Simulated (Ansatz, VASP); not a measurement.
# SiC in VASP and in Ansatz

The input POSCAR:

```
SiC
1.0
    3.0751950059      0.0000000000      0.0000000000
   -1.5375975029      2.6631969967      0.0000000000
    0.0000000000      0.0000000000      5.0481668544
Si C
2 2
Direct
    0.3333333333      0.6666666667      0.0046028828
    0.6666666667      0.3333333333      0.5046028828
    0.2625216355      0.6312608178      0.3935899489
    0.6666666667      0.3333333333      0.8803971172
```

The input INCAR.step1:

```
SYSTEM = SiC
PREC = Accurate
ENCUT = 520
ISMEAR = 0
SIGMA = 0.05
LREAL = .FALSE.
LASPH = .TRUE.
NELM = 100
NBANDS = 16
GGA = PE
ALGO = Normal
EDIFF = 1E-4
LWAVE = .TRUE.
LCHARG = .FALSE.
```

INCAR.step2

```
SYSTEM = SiC
PREC = Accurate
ENCUT = 520
EDIFF = 1E-7
ISMEAR = 0
SIGMA = 0.05
LREAL = .FALSE.
LASPH = .TRUE.
NELM = 100
ALGO = Normal
ISIF = 2
LWAVE = .FALSE.
LCHARG = .FALSE.
METAGGA = R2SCAN
LMIXTAU = .TRUE.
NBANDS = 16
ISTART = 1
```

KPOINTS

```
regular mesh
0
G
  12 12 6
  0 0 0
```

Input for Ansatz:

```yaml
crystal:
  lattice:
    - [3.0751950059, 0.0, 0.0]
    - [-1.5375975029, 2.6631969967, 0.0]
    - [0.0, 0.0, 5.0481668544]
  atoms:
    - { symbol: Si, position: [0.3333333333, 0.6666666667, 0.0046028828] }
    - { symbol: Si, position: [0.6666666667, 0.3333333333, 0.5046028828] }
    - { symbol: C, position: [0.2625216355, 0.6312608178, 0.3935899489] }
    - { symbol: C, position: [0.6666666667, 0.3333333333, 0.8803971172] }
basis:
  ecutwfc: 500
kpoints:
  mp_grid: { grid: [12, 12, 6] }
hamiltonian:
  xc: r2scan
scf:
  occupations: { method: gaussian, width: 0.05 }
output:
  forces: true
  stress: true
  eigenvalues: true
```

Alike in both runs: task single point; functional r2SCAN; k mesh 12 × 12 × 6; occupations gaussian, width 0.05 eV; no spin polarisation.

|  | VASP | Ansatz |
| --- | --- | --- |
| version | VASP 6.6.1 | Ansatz 0.2.0 |
| potentials or method | VASP PAW PBE potentials, release 64 (Si, C), cutoff 520 eV | scalar-relativistic, plane waves, PAW |
| valence electrons in the cell | 16 | 16 |

|  | VASP | Ansatz | Ansatz less VASP |
| --- | --- | --- | --- |
| gap on the k mesh at the Fermi level (eV) | 2.56 | 2.56 | -0.007 |
| least direct gap on the mesh (eV) | 4.38 | 4.37 | -0.006 |
| pressure (GPa) | 3.4 | 3.7 | +0.23 |
| traceless stress, the component that is largest in VASP (GPa) | 8.93 | 8.98 | +0.046 |
| rms of the force components (eV/Å) | 2.339 | 2.348 | +0.0082 |

VASP's potentials were made for PBE, not for r2SCAN. Atom by atom the forces differ by 0.008 eV/Å (rms over components). With one functional, cell and mesh, what is left measures potentials, basis and numerics.
